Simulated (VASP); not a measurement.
# Hf7Cl (P-6m2) in VASP: a series of runs

Hf7Cl is run at these levels: PBE; tasks: relaxation of cell and atoms.

Program: VASP 6.6.1. These are calculated values, not measurements. Logs are shortened: lines on timing, memory, paths and dates and some standing lists are left out, and cuts for length are marked.

## Step 1: The cell of the first run

It takes space group P-6m2 (No. 187, hexagonal). Conventional cell: a = 3.200 Å, b = 3.200 Å, c = 18.600 Å, α = 90.00°, β = 90.00°, γ = 120.00°. Hf (site symmetry 3m) has 3 Cl at 2.62 Å and 9 Hf at 3.10 to 3.20 Å within 3.5 Å. Within 4.1 Å of Hf (site symmetry 3m) lie 12 Hf at 3.09 to 3.20 Å. Hf (site symmetry -6m2) has 12 Hf at 3.09 to 3.20 Å within 4.1 Å. Within 4.1 Å of Hf (site symmetry 3m) lie 12 Hf at 3.09 to 3.20 Å. Cl (site symmetry -6m2) has 6 Hf at 2.62 Å and 6 Cl at 3.20 Å within 3.5 Å.

## Step 2: Relaxation of cell and atoms, PBE

INCAR reads:

```
  PREC = Accurate
  ENCUT = 600
  EDIFF = 1E-6
  ISMEAR = 0
  SIGMA = 0.2
  LREAL = F
  LASPH = T
  NELM = 60
  ALGO = Normal
  ISIF = 3
  LWAVE = F
  LCHARG = F
  GGA = PE
  IBRION = 2
  NSW = 36
  EDIFFG = -0.08
```

KPOINTS reads:

```
regular mesh
0
Gamma
  6 6 1
```

POSCAR reads:

```
Hf7Cl
1.0
    3.2000000000      0.0000000000      0.0000000000
   -1.6000000000      2.7712812900      0.0000000000
    0.0000000000      0.0000000000     18.6000000000
Hf Cl
7 1
Direct
    0.3333333300      0.6666666700      0.9000000000
    0.3333333300      0.6666666700      0.1000000000
    0.3333333300      0.6666666700      0.6330000000
    0.0000000000      0.0000000000      0.5000000000
    0.0000000000      0.0000000000      0.2340000000
    0.3333333300      0.6666666700      0.3670000000
    0.0000000000      0.0000000000      0.7660000000
    0.0000000000      0.0000000000      0.0000000000
```

Potentials or basis: VASP PAW PBE potentials, release 64 (Hf_pv, Cl).

Launch:

```sh
> cat potpaw_PBE.64/Hf_pv/POTCAR potpaw_PBE.64/Cl/POTCAR > POTCAR
> mpirun -np 1 vasp_std > vasp.out
```

OUTCAR:

```text
PREC = Accurate
   ENCUT = 600
   EDIFF = 1E-6
   ISMEAR = 0
   LREAL = F
   LASPH = T
   NELM = 60
   ISIF = 3
   GGA = PE
   IBRION = 2
   NSW = 36
   EDIFFG = -0.08

 ion  position               nearest neighbor table
   1  0.333  0.667  0.900-   8 2.62   8 2.62   8 2.62   7 3.10   7 3.10   7 3.10   2 3.72
   2  0.333  0.667  0.100-   8 2.62   8 2.62   8 2.62   5 3.10   5 3.10   5 3.10   1 3.72
   3  0.333  0.667  0.633-   7 3.09   4 3.09   7 3.09   4 3.09   7 3.09   4 3.09
   4  0.000  0.000  0.500-   3 3.09   6 3.09   3 3.09   6 3.09   3 3.09   6 3.09
   5  0.000  0.000  0.234-   6 3.09   6 3.09   6 3.09   2 3.10   2 3.10   2 3.10
   6  0.333  0.667  0.367-   5 3.09   4 3.09   5 3.09   4 3.09   5 3.09   4 3.09
   7  0.000  0.000  0.766-   3 3.09   3 3.09   3 3.09   1 3.10   1 3.10   1 3.10
   8  0.000  0.000  0.000-   1 2.62   2 2.62   1 2.62   2 2.62   1 2.62   2 2.62

  LATTYP: Found a hexagonal cell.
 ALAT       =     3.2000000000
 C/A-ratio  =     5.8125000000

  Lattice vectors:

 A1 = (   3.2000000000,   0.0000000000,   0.0000000000)
 A2 = (  -1.6000000000,   2.7712812900,   0.0000000000)
 A3 = (   0.0000000000,   0.0000000000,  18.6000000000)

Analysis of symmetry for initial positions (statically):
=====================================================================
 Subroutine PRICEL returns:
 Original cell was already a primitive cell.

 Routine SETGRP: Setting up the symmetry group for a
 hexagonal supercell.

 Subroutine GETGRP returns: Found 12 space group operations
 (whereof 12 operations were pure point group operations)
 out of a pool of 24 trial point group operations.

The static configuration has the point symmetry D_3h.

Analysis of symmetry for dynamics (positions and initial velocities):
=====================================================================
 Subroutine PRICEL returns:
 Original cell was already a primitive cell.

 Routine SETGRP: Setting up the symmetry group for a
 hexagonal supercell.

 Subroutine GETGRP returns: Found 12 space group operations
 (whereof 12 operations were pure point group operations)
 out of a pool of 24 trial point group operations.

The dynamic configuration has the point symmetry D_3h.

 Subroutine INISYM returns: Found 12 space group operations
 (whereof 12 operations are pure point group operations),
 and found     1 'primitive' translations

[... 88 lines left out ...]
   EDIFF  = 0.1E-05   stopping-criterion for ELM
   LREAL  =      F    real-space projection
   EDIFFG = -.8E-01   stopping-criterion for IOM
   NSW    =     36    number of steps for IOM
   IBRION =      2    ionic relax: 0-MD 1-quasi-New 2-CG
   NFREE  =      1    steps in history (QN), initial steepest desc. (CG)
   ISIF   =      3    stress and relaxation
   ISYM   =      2    0-nonsym 1-usesym 2-fastsym
   POTIM  = 0.5000    time-step for ionic-motion
   TEBEG  =    0.0;   TEEND  =   0.0 temperature during run
   PSTRESS=    0.0 pullay stress
   NELECT =      77.0000    total number of electrons
   NUPDOWN=      -1.0000    fix difference up-down
   EMIN   =  10.00;   EMAX   =-10.00  energy-range for DOS
   EFERMI =   0.00;   METHOD = LEGACY
   ISMEAR =     0;   SIGMA  =   0.20  broadening in eV -4-tet -1-fermi 0-gaus
   EFERMI_NEDOS =   21; number of points for ismear=-14 and -15
   IALGO  =     38    algorithm
   IMIX   =      4    mixing-type and parameters
     AMIX     =   0.40;   BMIX     =  1.00
     AMIX_MAG =   1.60;   BMIX_MAG =  1.00
  volume/ion in A,a.u.               =      20.62       139.14
  Fermi-wavevector in a.u.,A,eV,Ry     =   1.269962  2.399879 21.943507  1.612802
  Thomas-Fermi vector in A             =   2.402975
   LORBIT       =      0    0 simple, 1 ext, 2 COOP (PROOUT), +10 PAW based schemes
   GGA     = PE    functional components
   LHFCALC =     F    Hartree Fock is set to
   AEXX    =    0.0000 exact exchange contribution
   IVDW    =     0    specifies the selected vdW correction
   LEPSILON=     F    determine dielectric tensor
   LRPA    =     F    only Hartree local field effects (RPA)
 conjugate gradient relaxation of ions
 non-spin polarized calculation
 Gauss-broadening in eV      SIGMA  =   0.20
  energy-cutoff  :      600.00
  volume of cell :      164.95
 maximum number of plane-waves:      5555
 NGX is ok and might be reduce to    28
   NGX = 13   NGY = 13   NGZ = 75

--------------------------------------- Ionic step        1  -------------------------------------------

 number of electron      76.9999996 magnetization

 Free energy of the ion-electron system (eV)
  ---------------------------------------------------
  ext. energy  EPLUGINS =         0.00000000
  ---------------------------------------------------
  free energy    TOTEN  =       -72.35211178 eV

  energy without entropy =      -72.17981077  energy(sigma->0) =      -72.26596127

------------------------ aborting loop because EDIFF is reached ----------------------------------------

  FORCE on cell =-STRESS in cart. coord.  units (eV):
  Direction    XX          YY          ZZ          XY          YZ          ZX
  --------------------------------------------------------------------------------------
  -------------------------------------------------------------------------------------
  Total        2.3010047      2.3010047      7.7381578      0.0000000      0.0000000      0.0000000
  in kB       22.3503615     22.3503615     75.1630910      0.0000000      0.0000000      0.0000000
  external PRESSURE =      39.9546047 kB  Pullay stress =       0.0000000 kB
[... 107 lines left out ...]
  FREE ENERGIE OF THE ION-ELECTRON SYSTEM (eV)
  ---------------------------------------------------
  free  energy   TOTEN  =       -72.5067148316 eV

  energy  without entropy=      -72.3323451887  energy(sigma->0) =      -72.41953001

[... ionic steps 4 to 8 ...]

--------------------------------------- Ionic step        9  -------------------------------------------

 number of electron      76.9999997 magnetization

------------------------ aborting loop because EDIFF is reached ----------------------------------------
[... 79 lines left out ...]
--------------------------------------- Ionic step       11  -------------------------------------------

 number of electron      76.9999998 magnetization

 Free energy of the ion-electron system (eV)
  ---------------------------------------------------
  ext. energy  EPLUGINS =         0.00000000
  ---------------------------------------------------
  free energy    TOTEN  =       -72.62049151 eV

  energy without entropy =      -72.46597901  energy(sigma->0) =      -72.54323526

 E-fermi :   5.4749     XC(G=0): -11.2632

 val. band max:        5.4413093750   @ k =   0.1667   0.0000   0.0000
 cond. band min:       5.5214307697   @ k =   0.1667   0.0000   0.0000
 fundamental gap:      0.0801213947
 Fermi energy:         5.4749016579

 k-point     1 :       0.0000    0.0000    0.0000
  band No.  band energies     occupation
      1     -25.8352      2.00000
      2     -25.8093      2.00000
      3     -25.5053      2.00000
      4     -25.2845      2.00000
      5     -25.2347      2.00000
      6     -25.2347      2.00000
[... 367 lines left out ...]
  FREE ENERGIE OF THE ION-ELECTRON SYSTEM (eV)
  ---------------------------------------------------
  free  energy   TOTEN  =       -72.6204915076 eV

  energy  without entropy=      -72.4659790125  energy(sigma->0) =      -72.54323526

 reached required accuracy - stopping structural energy minimisation
```

CONTCAR:

```text
Hf7Cl
   1.00000000000000
     3.2016323949624672   -0.0000000000000000    0.0000000000000000
    -1.6008161974812336    2.7726949855070804   -0.0000000000000000
    -0.0000000000000000    0.0000000000000000   19.3183651216154928
  Hf              Cl
     7     1
Direct
     0.3333333300000021    0.6666666699999979    0.8912931987020197
     0.3333333300000021    0.6666666699999979    0.1087068012979804
     0.3333333300000021    0.6666666699999979    0.6312665806487450
     0.0000000000000000    1.0000000000000000    0.5000000000000000
     0.0000000000000000    1.0000000000000000    0.2362217590980616
     0.3333333300000021    0.6666666699999979    0.3687334193512551
     0.0000000000000000    0.0000000000000000    0.7637782409019385
     0.0000000000000000    0.0000000000000000    0.0000000000000000

  0.00000000E+00  0.00000000E+00  0.00000000E+00
  0.00000000E+00  0.00000000E+00  0.00000000E+00
  0.00000000E+00  0.00000000E+00  0.00000000E+00
  0.00000000E+00  0.00000000E+00  0.00000000E+00
  0.00000000E+00  0.00000000E+00  0.00000000E+00
  0.00000000E+00  0.00000000E+00  0.00000000E+00
  0.00000000E+00  0.00000000E+00  0.00000000E+00
  0.00000000E+00  0.00000000E+00  0.00000000E+00
```

Run time: 16 min. Hardware: 1 thread of Intel Xeon Platinum 8259CL at 2.50GHz (Skylake/Cascade Lake), shared host; peak memory 0.38 GiB.

Results:

| Quantity | Value |
| --- | --- |
| Free energy | -72.6205 eV |
| Relaxed volume | 21.44 Å³/atom |
| Relaxed cell | a = 3.202 Å, b = 3.202 Å, c = 19.318 Å, α = 90.00°, β = 90.00°, γ = 120.00° |
| Space group after relaxing (to 0.1 Å) | P-6m2 (No. 187) |
| Energy gained by relaxing | 33.5 meV/atom |
| Ionic steps | 11 |
| Pressure after relaxing | 0.1 GPa |
| Largest force after relaxing | 0.040 eV/Å |
| Band gap on the k mesh | zero (an odd number of electrons rules out a gap without spin polarisation) |

Forces on the atoms (eV/Å):
```
Hf   0.000  0.000  0.016
Hf   0.000  0.000 -0.016
Hf   0.000  0.000 -0.040
Hf   0.000  0.000  0.000
Hf   0.000  0.000  0.012
Hf   0.000  0.000  0.040
Hf   0.000  0.000 -0.012
Cl   0.000  0.000  0.000
```

Step by step:
```csv
step,energy change (eV),largest force (eV/Å),pressure (GPa),volume (Å³)
1,0.0000,0.8284,4.00,164.95
2,-0.1118,0.6492,-3.85,177.47
3,-0.1546,0.6899,-1.38,172.97
4,-0.2235,0.4202,-0.29,171.35
5,-0.2314,0.2930,0.24,170.62
6,-0.2461,0.1916,0.04,171.14
7,-0.2572,0.1545,-0.28,172.11
8,-0.2611,0.1381,0.40,171.03
9,-0.2612,0.1348,0.49,170.88
10,-0.2639,0.1053,0.38,171.03
11,-0.2684,0.0400,0.09,171.49
```

Final structure:
```cif
data_structure
_symmetry_space_group_name_H-M 'P 1'
_symmetry_Int_Tables_number 1
_cell_length_a 3.2016
_cell_length_b 3.2016
_cell_length_c 19.3184
_cell_angle_alpha 90.000
_cell_angle_beta 90.000
_cell_angle_gamma 120.000
_cell_volume 171.49
loop_
_atom_site_label
_atom_site_type_symbol
_atom_site_fract_x
_atom_site_fract_y
_atom_site_fract_z
_atom_site_occupancy
Hf1 Hf 0.33333 0.66667 0.89129 1
Hf2 Hf 0.33333 0.66667 0.10871 1
Hf3 Hf 0.33333 0.66667 0.63127 1
Hf4 Hf 0.00000 0.00000 0.50000 1
Hf5 Hf 0.00000 0.00000 0.23622 1
Hf6 Hf 0.33333 0.66667 0.36873 1
Hf7 Hf 0.00000 0.00000 0.76378 1
Cl1 Cl 0.00000 0.00000 0.00000 1
```

Levels at points of the mesh, in eV from the Fermi level:
```tsv
k point	band 35	band 36	band 37	band 38	band 39	band 40	band 41	band 42
(0.00, 0.00, 0.00)	0.36	0.42	0.77	0.77	0.98	0.98	1.03	1.03
(0.50, 0.00, 0.00)	-1.19	-1.14	-1.07	-0.87	0.67	0.69	0.87	1.11
```

Caveat: the k points lie up to 0.38 Å⁻¹ apart in the final cell, too coarse for converged energies and pressures of a metal; spin-orbit coupling is left out, which moves the levels of the heavy elements; the relaxation stopped at a loose force limit of 0.08 eV/Å, so its end isn't a converged minimum.

## Step 3: Relaxation of cell and atoms, PBE

This run uses another cell than the first one, of 27.70 Å³/atom.

INCAR reads:

```
SYSTEM = Hf7Cl
PREC = Accurate
ENCUT = 600
EDIFF = 1E-6
ISMEAR = 0
SIGMA = 0.2
LREAL = .FALSE.
LASPH = .TRUE.
NELM = 60
ALGO = Normal
ISIF = 3
LWAVE = .FALSE.
LCHARG = .FALSE.
GGA = PE
IBRION = 2
NSW = 36
EDIFFG = -0.08
```

KPOINTS reads:

```
Automatic mesh
0
G
  3 3 3
  0 0 0
```

POSCAR reads:

```
Hf7Cl
1.0
    6.8103254000      0.0000000000      0.0000000000
   -3.4051627000      5.8979148000      0.0000000000
    0.0000000000      0.0000000000      5.5171532800
Hf Cl
7 1
Direct
    0.1665937900      0.3331875700      0.5000000000
    0.6668124300      0.8334062100      0.5000000000
    0.1665937900      0.8334062100      0.5000000000
    0.8321114600      0.1678885400      0.0000000000
    0.3357770800      0.1678885400      0.0000000000
    0.8321114600      0.6642229200      0.0000000000
    0.3333333300      0.6666666700      0.0000000000
    0.6666666700      0.3333333300      0.5000000000
```

Potentials or basis: VASP PAW PBE potentials, release 64 (Hf_pv, Cl).

Launch:

```sh
> cat potpaw_PBE.64/Hf_pv/POTCAR potpaw_PBE.64/Cl/POTCAR > POTCAR
> mpirun -np 1 vasp_std > vasp.out
```

Wall time 8.4 min (1 thread of Intel Xeon Platinum 8259CL at 2.50GHz (Skylake/Cascade Lake), shared host); peak memory 0.41 GiB.

The run converged. Its results:

* Free energy: -70.1722 eV
* Relaxed volume: 21.90 Å³/atom
* Relaxed cell: a = 6.270 Å, b = 6.270 Å, c = 5.146 Å, α = 90.00°, β = 90.00°, γ = 120.00°
* Space group after relaxing (to 0.1 Å): P-6m2 (No. 187)
* Energy gained by relaxing: 317.4 meV/atom
* Ionic steps: 6
* Pressure after relaxing: 0.2 GPa
* Largest force after relaxing: 0.029 eV/Å
* Band gap on the k mesh: zero (an odd number of electrons rules out a gap without spin polarisation)

Forces on the atoms (eV/Å):
```
Hf   0.000 -0.011  0.000
Hf   0.009  0.005  0.000
Hf  -0.009  0.005  0.000
Hf   0.025 -0.014  0.000
Hf  -0.025 -0.014  0.000
Hf   0.000  0.029  0.000
Hf   0.000  0.000  0.000
Cl   0.000  0.000  0.000
```

Stress tensor (GPa, compression positive):
```
0.29 0.00 0.00
0.00 0.29 0.00
0.00 0.00 0.07
```

Step by step:
```
step  energy change (eV)  largest force (eV/Å)  pressure (GPa)  volume (Å³)
   1              0.0000                0.5329          -14.54       221.61
   2             -1.1907                0.3373           19.14       150.36
   3             -2.5237                0.2479           -0.29       175.98
   4             -2.5243                0.2356            0.17       175.14
   5             -2.5356                0.1344            0.18       175.16
   6             -2.5392                0.0286            0.22       175.18
```

Final structure:
```cif
data_structure
_symmetry_space_group_name_H-M 'P 1'
_symmetry_Int_Tables_number 1
_cell_length_a 6.2698
_cell_length_b 6.2698
_cell_length_c 5.1459
_cell_angle_alpha 90.000
_cell_angle_beta 90.000
_cell_angle_gamma 120.000
_cell_volume 175.18
loop_
_atom_site_label
_atom_site_type_symbol
_atom_site_fract_x
_atom_site_fract_y
_atom_site_fract_z
_atom_site_occupancy
Hf1 Hf 0.16785 0.33570 0.50000 1
Hf2 Hf 0.66430 0.83215 0.50000 1
Hf3 Hf 0.16785 0.83215 0.50000 1
Hf4 Hf 0.83532 0.16468 0.00000 1
Hf5 Hf 0.32937 0.16468 0.00000 1
Hf6 Hf 0.83532 0.67063 0.00000 1
Hf7 Hf 0.33333 0.66667 0.00000 1
Cl1 Cl 0.66667 0.33333 0.50000 1
```

Levels at points of the mesh, in eV from the Fermi level:
| k point | band 37 | band 38 | band 39 | band 40 | band 41 | band 42 |
| --- | --- | --- | --- | --- | --- | --- |
| (0.00, 0.00, 0.00) | 0.29 | 0.58 | 0.58 | 0.66 | 0.80 | 0.80 |

Caveat: the k points lie up to 0.41 Å⁻¹ apart in the final cell, too coarse for converged energies and pressures of a metal; the volume moved by over 15 % at a fixed basis, so the end points are rough; spin-orbit coupling is left out, which moves the levels of the heavy elements.

The gap in the log of VASP goes by the Fermi energy; the results here count the filled bands.